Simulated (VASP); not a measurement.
Wanted: the native input for a VASP 6.6.1 run.

```
Task                   : single point
Functional             : r2SCAN
Potentials or basis    : VASP PAW PBE potentials, release 64 (K_sv, Sr_sv, Cl)
Cutoff                 : 520 eV
k mesh                 : 4 × 4 × 4
Occupations            : gaussian, width 0.01 eV
Spin                   : no spin polarisation
Dipole correction      : no
Further INCAR settings : ALGO = Normal; EDIFF = 1e-06; NBANDS = 28
```

Crystal: KSrCl3.

```xyz
5
Lattice="5.6362 0.0000 0.0000 0.0000 5.6362 0.0000 0.0000 0.0000 5.6362" Properties=species:S:1:pos:R:3 pbc="T T T"
K     0.0000    0.0000    0.0000
Sr    2.8181    2.8181    2.8181
Cl    2.8181    2.8181    0.0000
Cl    2.8181    0.0000    2.8181
Cl    0.0000    2.8181    2.8181
```

These files were run (other wordings do the same):

POSCAR

```
KSrCl3
1.0
    5.6362001317      0.0000000000      0.0000000000
    0.0000000000      5.6362001317      0.0000000000
    0.0000000000      0.0000000000      5.6362001317
K Sr Cl
1 1 3
Direct
    0.0000000000      0.0000000000      0.0000000000
    0.5000000000      0.5000000000      0.5000000000
    0.5000000000      0.5000000000      0.0000000000
    0.5000000000      0.0000000000      0.5000000000
    0.0000000000      0.5000000000      0.5000000000
```

INCAR.step1

```
SYSTEM = KSrCl3
PREC     = Accurate       ! precision mode
ENCUT    = 520            ! plane-wave cutoff, eV
ISMEAR   = 0              ! smearing method
SIGMA    = 0.01           ! smearing width, eV
LREAL    = .False.        ! projectors in reciprocal space
LASPH    = .True.         ! aspherical terms in the spheres
NELM     = 60             ! most SCF steps
NBANDS   = 28             ! bands
GGA      = PE             ! functional
ALGO     = Normal         ! electronic algorithm
EDIFF    = 1E-4           ! SCF threshold, eV
LWAVE    = .True.         ! write WAVECAR
LCHARG   = .False.        ! write CHGCAR
```

INCAR.step2

```
SYSTEM = KSrCl3
PREC     = Accurate       ! precision mode
ENCUT    = 520            ! plane-wave cutoff, eV
EDIFF    = 1E-6           ! SCF threshold, eV
ISMEAR   = 0              ! smearing method
SIGMA    = 0.01           ! smearing width, eV
LREAL    = .False.        ! projectors in reciprocal space
LASPH    = .True.         ! aspherical terms in the spheres
NELM     = 60             ! most SCF steps
ALGO     = Normal         ! electronic algorithm
ISIF     = 2              ! what is computed and relaxed
LWAVE    = .False.        ! write WAVECAR
LCHARG   = .False.        ! write CHGCAR
METAGGA  = R2SCAN         ! meta-GGA
LMIXTAU  = .True.       
NBANDS   = 28             ! bands
ISTART   = 1
```

KPOINTS

```
Automatic mesh
0
Gamma
  4 4 4
  0 0 0
```

Potentials or basis: VASP PAW PBE potentials, release 64 (K_sv, Sr_sv, Cl).

The run is started by

```bash
$ cat potpaw_PBE.64/K_sv/POTCAR potpaw_PBE.64/Sr_sv/POTCAR potpaw_PBE.64/Cl/POTCAR > POTCAR
$ cp INCAR.step1 INCAR
$ mpirun -np 1 vasp_std > vasp.out
$ cp INCAR.step2 INCAR
$ mpirun -np 1 vasp_std > vasp.out
```

Results of the run:

- Pressure: 0.0 GPa
- Band gap on the k mesh: 5.19 eV (least direct gap 5.41 eV)

Caveat: the PAW data sets were made with another functional, which shifts forces and pressure a little.

It took 2 min on 1 thread of Intel(R) Xeon(R) Platinum 8375C CPU @ 2.90GHz (Ice Lake) (shared host), peak memory 0.31 GiB.
